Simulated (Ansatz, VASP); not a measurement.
## One calculation of Mg, two programs

```
Mg
1.0
     3.18022    0.00000    0.00000
    -1.59011    2.75415    0.00000
     0.00000    0.00000    5.16347
Mg
2
Direct
  0.33333 0.66667 0.25000
  0.66667 0.33333 0.75000
```

Alike in both runs: task single point; functional revPBE; k mesh 18 × 18 × 10; occupations fermi-dirac, width 0.1 eV; no spin polarisation.

|  | VASP | Ansatz |
| --- | --- | --- |
| version | VASP 6.6.1 | Ansatz 0.2.0 |
| potentials or method | VASP PAW PBE potentials, release 64 (Mg), cutoff 520 eV | plane waves (420 eV) with PAW, scalar-relativistic |
| valence electrons in the cell | 4 | 20 |

```csv
,VASP,Ansatz,Ansatz less VASP
pressure (GPa),1.4,1.6,+0.19
"traceless stress, the component that is largest in VASP (GPa)",-0.08,-0.08,-0.001
```

VASP's potentials were made for PBE, not for revPBE. VASP's potentials hold 4 valence electrons a cell and Ansatz's 20, so a difference there can come from the potentials and not from the codes.
